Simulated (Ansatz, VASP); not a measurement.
**TiB2: VASP beside Ansatz**

File INCAR:

```
PREC = Accurate
ENCUT = 600
EDIFF = 1E-7
ISMEAR = -1
SIGMA = 0.15
LREAL = False
LASPH = True
NELM = 60
ALGO = Normal
ISIF = 3
LWAVE = False
LCHARG = False
GGA = PS
IBRION = 2
NSW = 80
EDIFFG = -0.001
```

The input KPOINTS:

```
regular mesh
0
Gamma
  15 15 12
```

The input POSCAR:

```
TiB2
1.0
    3.0173463143      0.0000000029      0.0000000000
   -1.5086731596      2.6130985587      0.0000000000
    0.0000000000      0.0000000000      3.1847519821
Ti B
1 2
Direct
    0.0000000000      0.0000000000      0.0000000000
    0.3333333333      0.6666666667      0.5000000000
    0.6666666667      0.3333333333      0.5000000000
```

Input for Ansatz:

```yaml
crystal:
  lattice:
    - [3.0173463143, 2.9e-09, 0.0]
    - [-1.5086731596, 2.6130985587, 0.0]
    - [0.0, 0.0, 3.1847519821]
  atoms:
    - { symbol: Ti, position: [0.0, 0.0, 0.0] }
    - { symbol: B, position: [0.3333333333, 0.6666666667, 0.5] }
    - { symbol: B, position: [0.6666666667, 0.3333333333, 0.5] }
basis:
  ecutwfc: 420
kpoints:
  mp_grid: { grid: [15, 15, 12] }
hamiltonian:
  xc: pbesol
  pseudopotentials: { kind: paw, azcp: { folder: soft_1 } }
scf:
  occupations: { method: fermi_dirac, width: 0.15 }
output:
  forces: true
  stress: true
  eigenvalues: true
relax:
  adjacent_minimum: "off"
  f_tol: 0.001
  max_steps: 60
  cell: { stress_tol: 0.01 }
```

Alike in both runs: task relaxation of cell and atoms; functional PBEsol; k mesh 15 × 15 × 12; occupations fermi-dirac, width 0.15 eV; no spin polarisation.

|  | VASP | Ansatz |
| --- | --- | --- |
| version | VASP 6.6.1 | Ansatz 0.2.0 |
| potentials or method | VASP PAW PBE potentials, release 64 (Ti_sv, B), cutoff 600 eV | scalar-relativistic, plane waves, PAW |
| valence electrons in the cell | 18 | 18 |

VASP gave:

| Item | Value |
| --- | --- |
| gap on the k mesh at the Fermi level, each at its own relaxed structure (eV) | none |
| relaxed volume (Å³/atom) | 8.38 |
| relaxed cell length with the largest relative difference (Å) | 3.019 |

Q: Estimate Ansatz's values.

A: gap on the k mesh at the Fermi level, each at its own relaxed structure (eV): none; relaxed volume (Å³/atom): 8.37; relaxed cell length with the largest relative difference (Å): 3.018.

VASP's potentials were made for PBE, not for PBEsol, and Ansatz warns of the same on its side. A gap of «none» marks a metal or a gap that the smearing closes.
